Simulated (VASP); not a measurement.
# Ca in VASP: notebook, part 2 of 2

VASP 6.6.1. The steps go on from the part before.

### Step 4. Single point, HSE06

This run uses another cell than the first one, of the same volume but with other edges.

The input, POSCAR:

```
Ca
1.0
    0.0000000000      2.7942000000      2.7942000000
    2.7942000000      0.0000000000      2.7942000000
    2.7942000000      2.7942000000      0.0000000000
Ca
1
Direct
    0.0000000000      0.0000000000      0.0000000000
```

The input, INCAR.step1:

```
SYSTEM = Ca
ALGO     = Normal         ! electronic algorithm
EDIFF    = 1E-5           ! SCF threshold, eV
ENCUT    = 520            ! plane-wave cutoff, eV
GGA      = PE             ! functional
ISIF     = 2              ! what is computed and relaxed
ISMEAR   = 0              ! smearing method
LASPH    = .True.         ! aspherical terms in the spheres
LCHARG   = .False.        ! write CHGCAR
LREAL    = .False.        ! projectors in reciprocal space
LWAVE    = .True.         ! write WAVECAR
NBANDS   = 11             ! bands
NELM     = 60             ! most SCF steps
PREC     = Accurate       ! precision mode
SIGMA    = 0.05           ! smearing width, eV
```

The input, INCAR.step2:

```
SYSTEM = Ca
ALGO     = Normal         ! electronic algorithm
EDIFF    = 1E-7           ! SCF threshold, eV
ENCUT    = 520            ! plane-wave cutoff, eV
GGA      = PE             ! functional
HFSCREEN = 0.2079         ! screening, 1/A
ISIF     = 2              ! what is computed and relaxed
ISMEAR   = 0              ! smearing method
ISTART   = 1            
LASPH    = .True.         ! aspherical terms in the spheres
LCHARG   = .False.        ! write CHGCAR
LHFCALC  = .True.         ! exact exchange
LREAL    = .False.        ! projectors in reciprocal space
LWAVE    = .False.        ! write WAVECAR
NBANDS   = 11             ! bands
NELM     = 60             ! most SCF steps
PREC     = Accurate       ! precision mode
PRECFOCK = Normal       
SIGMA    = 0.05           ! smearing width, eV
```

The input, KPOINTS:

```
k-points
0
Gamma
  4 4 4
  0 0 0
```

Potentials or basis: VASP PAW PBE potentials, release 64 (Ca_sv).

On the command line:

```
$ cat potpaw_PBE.64/Ca_sv/POTCAR > POTCAR
$ cp INCAR.step1 INCAR
$ mpirun -np 1 vasp_std > vasp.out
$ cp INCAR.step2 INCAR
$ mpirun -np 1 vasp_std > vasp.out
```

OUTCAR:

```text
SYSTEM = Ca
   EDIFF = 1E-7
   ENCUT = 520
   GGA = PE
   HFSCREEN = 0.2079
   ISIF = 2
   ISMEAR = 0
   ISTART = 1
   LASPH = .True.
   LHFCALC = .True.
   LREAL = .False.
   NELM = 60
   PREC = Accurate
   PRECFOCK = Normal

 ion  position               nearest neighbor table
   1  0.000  0.000  0.000-

  LATTYP: Found a face centered cubic cell.
 ALAT       =     5.5884000000

  Lattice vectors:

 A1 = (   0.0000000000,   2.7942000000,   2.7942000000)
 A2 = (   2.7942000000,   0.0000000000,   2.7942000000)
 A3 = (   2.7942000000,   2.7942000000,   0.0000000000)

Analysis of symmetry for initial positions (statically):
=====================================================================
 Subroutine PRICEL returns:
 Original cell was already a primitive cell.

 Routine SETGRP: Setting up the symmetry group for a
 face centered cubic supercell.

 Subroutine GETGRP returns: Found 48 space group operations
 (whereof 48 operations were pure point group operations)
 out of a pool of 48 trial point group operations.

The static configuration has the point symmetry O_h .

Analysis of symmetry for dynamics (positions and initial velocities):
=====================================================================
 Subroutine PRICEL returns:
 Original cell was already a primitive cell.

 Routine SETGRP: Setting up the symmetry group for a
 face centered cubic supercell.

 Subroutine GETGRP returns: Found 48 space group operations
 (whereof 48 operations were pure point group operations)
 out of a pool of 48 trial point group operations.

The dynamic configuration has the point symmetry O_h .

 Subroutine INISYM returns: Found 48 space group operations
 (whereof 48 operations are pure point group operations),
 and found     1 'primitive' translations

----------------------------------------------------------------------------------------

                                     Primitive cell

  volume of cell :      43.6317

  direct lattice vectors                    reciprocal lattice vectors
     0.000000000  2.794200000  2.794200000    -0.178942094  0.178942094  0.178942094
     2.794200000  0.000000000  2.794200000     0.178942094 -0.178942094  0.178942094
     2.794200000  2.794200000  0.000000000     0.178942094  0.178942094 -0.178942094

  length of vectors
     3.951595536  3.951595536  3.951595536     0.309936799  0.309936799  0.309936799

  position of ions in fractional coordinates (direct lattice)
     0.000000000  0.000000000  0.000000000

  ion indices of the primitive-cell ions
   primitive index   ion index
                 1           1

----------------------------------------------------------------------------------------

 KPOINTS: k-points

Automatic generation of k-mesh.
 Grid dimensions read from file:
 generate k-points for:    4    4    4

 Generating k-lattice:

  Cartesian coordinates                     Fractional coordinates (reciprocal lattice)
    -0.044735524  0.044735524  0.044735524     0.250000000  0.000000000  0.000000000
     0.044735524 -0.044735524  0.044735524     0.000000000  0.250000000  0.000000000
     0.044735524  0.044735524 -0.044735524     0.000000000  0.000000000  0.250000000
[... 25 lines left out ...]
   dimension x,y,z NGX =    30 NGY =   30 NGZ =   30
   dimension x,y,z NGXF=    60 NGYF=   60 NGZF=   60
   ions per type =               1
   NGX,Y,Z   is equivalent  to a cutoff of  12.62, 12.62, 12.62 a.u.
   NGXF,Y,Z  is equivalent  to a cutoff of  25.24, 25.24, 25.24 a.u.
 SYSTEM =  Ca
   PREC   = accura    normal or accurate (medium, high low for compatibility)
   ISTART =      1    job   : 0-new  1-cont  2-samecut
   ICHARG =      0    charge: 1-file 2-atom 10-const
   ISPIN  =      1    spin polarized calculation?
   LNONCOLLINEAR =      F non collinear calculations
   LSORBIT =      F    spin-orbit coupling
   LASPH  =      T    aspherical Exc in radial PAW
   ENCUT  =  520.0 eV  38.22 Ry    6.18 a.u.   7.35  7.35  7.35*2*pi/ulx,y,z
   NELM   =     60;   NELMIN=  2; NELMDL=  0     # of ELM steps
   EDIFF  = 0.1E-06   stopping-criterion for ELM
   LREAL  =      F    real-space projection
   EDIFFG = 0.1E-05   stopping-criterion for IOM
   NSW    =      0    number of steps for IOM
   IBRION =     -1    ionic relax: 0-MD 1-quasi-New 2-CG
   NFREE  =      0    steps in history (QN), initial steepest desc. (CG)
   ISIF   =      2    stress and relaxation
   ISYM   =      3    0-nonsym 1-usesym 2-fastsym
   POTIM  = 0.5000    time-step for ionic-motion
   TEBEG  =    0.0;   TEEND  =   0.0 temperature during run
   PSTRESS=    0.0 pullay stress
   NELECT =      10.0000    total number of electrons
   NUPDOWN=      -1.0000    fix difference up-down
   EMIN   =  10.00;   EMAX   =-10.00  energy-range for DOS
   EFERMI =   0.00;   METHOD = LEGACY
   ISMEAR =     0;   SIGMA  =   0.05  broadening in eV -4-tet -1-fermi 0-gaus
   EFERMI_NEDOS =   21; number of points for ismear=-14 and -15
   IALGO  =     38    algorithm
   IMIX   =      1    mixing-type and parameters
     AMIX     =   0.40;   BMIX     =  1.00
     AMIX_MAG =   1.60;   BMIX_MAG =  1.00
  volume/ion in A,a.u.               =      43.63       294.44
  Fermi-wavevector in a.u.,A,eV,Ry     =   1.001861  1.893242 13.656506  1.003725
  Thomas-Fermi vector in A             =   2.134310
   LORBIT       =      0    0 simple, 1 ext, 2 COOP (PROOUT), +10 PAW based schemes
   GGA     = PE    functional components
   LHFCALC =     T    Hartree Fock is set to
   PRECFOCK=normal    Normal, Fast or Accurate (Low or Medium for compatibility)
   ENCUT4O =  -1.0   cutoff for four orbital integrals eV
   NKREDX  =     1    reduce k-point grid by
   NKREDY  =     1    reduce k-point grid by
   NKREDZ  =     1    reduce k-point grid by
   AEXX    =    0.2500 exact exchange contribution
   HFSCREEN=    0.2079 screening length (either q_TF or 0.3 A-1)
   HFSCREENC=   0.2079 screening length for correlation (either q_TF or 0.3 A-1)
   ENCUTFOCK=  -1.0 apply spherical cutoff to Coloumb kernel
   IVDW    =     0    specifies the selected vdW correction
   LEPSILON=     F    determine dielectric tensor
   LRPA    =     F    only Hartree local field effects (RPA)
 non-spin polarized calculation
 Gauss-broadening in eV      SIGMA  =   0.05
  energy-cutoff  :      520.00
  volume of cell :       43.63
 maximum number of plane-waves:      1211
 NGX is ok and might be reduce to    30
  NGX = 24; NGY = 24; NGZ = 24

 number of electron       9.9999997 magnetization

 Free energy of the ion-electron system (eV)
  ---------------------------------------------------
  ext. energy  EPLUGINS =         0.00000000
  ---------------------------------------------------
  free energy    TOTEN  =        -1.92269849 eV

  energy without entropy =       -1.92028814  energy(sigma->0) =       -1.92149332

 E-fermi :   2.2618     XC(G=0):  -6.4370

 val. band max:        1.5181651095   @ k =   0.5000   0.5000   0.0000
 cond. band min:       2.2770218758   @ k =  -0.2500   0.5000   0.2500
 fundamental gap:      0.7588567663
 Fermi energy:         2.2617933660

 k-point     1 :       0.0000    0.0000    0.0000
  band No.  band energies     occupation
      1     -43.8934      2.00000
      2     -23.3148      2.00000
      3     -23.3148      2.00000
      4     -23.3148      2.00000
      5      -2.9094      2.00000
      6       5.0612      0.00000
      7       5.0612      0.00000
      8       5.0612      0.00000
      9       6.2427      0.00000
     10       6.2427      0.00000
     11      11.3862      0.00000
[... 85 lines left out ...]
 k-point     8 :      -0.2500    0.5000    0.2500
  band No.  band energies     occupation
      1     -43.8776      2.00000
      2     -23.3976      2.00000
      3     -23.3976      2.00000
      4     -23.3632      2.00000
      5       2.2770      0.66667
      6       2.8789      0.00000
      7       2.8789      0.00000
      8       4.9181      0.00000
      9       7.2234      0.00000
     10       7.7987      0.00000
     11       7.8203      0.00000

------------------------ aborting loop because EDIFF is reached ----------------------------------------

  FORCE on cell =-STRESS in cart. coord.  units (eV):
  Direction    XX          YY          ZZ          XY          YZ          ZX
  --------------------------------------------------------------------------------------
  -------------------------------------------------------------------------------------
  Total       -0.0035189     -0.0035189     -0.0035189      0.0000000      0.0000000      0.0000000
  in kB       -0.1292139     -0.1292139     -0.1292139      0.0000000      0.0000000      0.0000000
  external PRESSURE =      -0.1292139 kB  Pullay stress =       0.0000000 kB

 VOLUME and BASIS-vectors are now :
 -----------------------------------------------------------------------------
  energy-cutoff  :      520.00
  volume of cell :       43.63
      direct lattice vectors                 reciprocal lattice vectors
     0.000000000  2.794200000  2.794200000    -0.178942094  0.178942094  0.178942094
     2.794200000  0.000000000  2.794200000     0.178942094 -0.178942094  0.178942094
     2.794200000  2.794200000  0.000000000     0.178942094  0.178942094 -0.178942094

 POSITION                                       TOTAL-FORCE (eV/Angst)
 -----------------------------------------------------------------------------------
      0.00000      0.00000      0.00000        -0.000000     -0.000000     -0.000000
 -----------------------------------------------------------------------------------
    total drift:                                0.000025      0.000022      0.000022

  FREE ENERGIE OF THE ION-ELECTRON SYSTEM (eV)
  ---------------------------------------------------
  free  energy   TOTEN  =        -1.9226984902 eV

  energy  without entropy=       -1.9202881414  energy(sigma->0) =       -1.92149332
```

Wall time 4.1 min (1 thread of Intel Xeon 8259CL, shared host); peak memory 0.27 GiB.

Results:

```
Free energy            : -1.9227 eV
Pressure               : 0.0 GPa
Band gap on the k mesh : zero (bands 5 and 6 overlap by 0.81 eV)
```

Caveat: the k points lie up to 0.49 Å⁻¹ apart, too coarse for converged energies and pressures of a metal; the PAW data sets were made with another functional, which shifts forces and pressure a little.

The gap in the log of VASP goes by the Fermi energy; the results here count the filled bands.